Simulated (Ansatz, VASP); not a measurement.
SnTe in VASP and in Ansatz

Contents of INCAR:

```
PREC = Accurate ; ENCUT = 520
EDIFF = 1E-6 ; ISMEAR = 0
SIGMA = 0.01 ; LREAL = F
LASPH = T ; NELM = 80
ALGO = Normal ; ISIF = 2
LWAVE = F ; LCHARG = T
GGA = PE ; LELF = T
LVHAR = T ; NBANDS = 28
```

Contents of KPOINTS:

```
regular mesh
0
Gamma
  6 6 4
```

Contents of POSCAR:

```
SnTe
1.0
    5.3967552076      0.0000000001      0.0000000000
   -2.6983776038      4.6737271077      0.0000000000
    0.0000000000      0.0000000000      6.4878041586
Sn Te
2 2
Direct
    0.3333333333      0.6666666667     -0.0459806339
    0.6666666667      0.3333333333      0.4540193661
    0.3333333333      0.6666666667      0.4209806339
    0.6666666667      0.3333333333      0.9209806339
```

Input for Ansatz:

```yaml
crystal:
  lattice:
    - [5.3967552076, 1.0e-10, 0.0]
    - [-2.6983776038, 4.6737271077, 0.0]
    - [0.0, 0.0, 6.4878041586]
  atoms:
    - { symbol: Sn, position: [0.3333333333, 0.6666666667, -0.0459806339] }
    - { symbol: Sn, position: [0.6666666667, 0.3333333333, 0.4540193661] }
    - { symbol: Te, position: [0.3333333333, 0.6666666667, 0.4209806339] }
    - { symbol: Te, position: [0.6666666667, 0.3333333333, 0.9209806339] }
kpoints:
  mp_grid: { grid: [6, 6, 4] }
  band_path:
    path:
      - [0.0, 0.0, 0.0]
      - [0.5, 0.0, 0.0]
      - [0.3333333333, 0.3333333333, 0.0]
      - [0.0, 0.0, 0.5]
      - [0.5, 0.0, 0.5]
      - [0.3333333333, 0.3333333333, 0.5]
      - [-0.09375, 0.1875, 0.0]
    npoints: 1
hamiltonian:
  xc: pbe
scf:
  occupations: { method: fixed }
  n_extra_bands: 5
output:
  forces: true
  stress: true
  eigenvalues: true
```

Alike in both runs: task single point; functional PBE; k mesh 6 × 6 × 4; no spin polarisation.

```csv
,VASP,Ansatz
version,VASP 6.6.1,Ansatz 0.2.0
potentials or method,"VASP PAW PBE potentials, release 64 (Sn_d, Te)","plane waves, PAW"
plane-wave cutoff (eV),520,420
occupations,"gaussian, width 0.01 eV",fixed
valence electrons in the cell,40,60
```

Ansatz gave:

```
gap on the k mesh at the Fermi level (eV)                     : 0.63
pressure (GPa)                                                : 0.6
traceless stress, the component that is largest in VASP (GPa) : 0.20
rms of the force components (eV/Å)                            : 0.044
```

Which values does VASP return?

gap on the k mesh at the Fermi level (eV): 0.63; pressure (GPa): 0.6; traceless stress, the component that is largest in VASP (GPa): 0.22; rms of the force components (eV/Å): 0.047.

Atom by atom the forces differ by 0.003 eV/Å (rms over components). VASP's potentials hold 40 valence electrons a cell and Ansatz's 60, so a difference there can come from the potentials and not from the codes.

Spin-orbit coupling is off throughout.
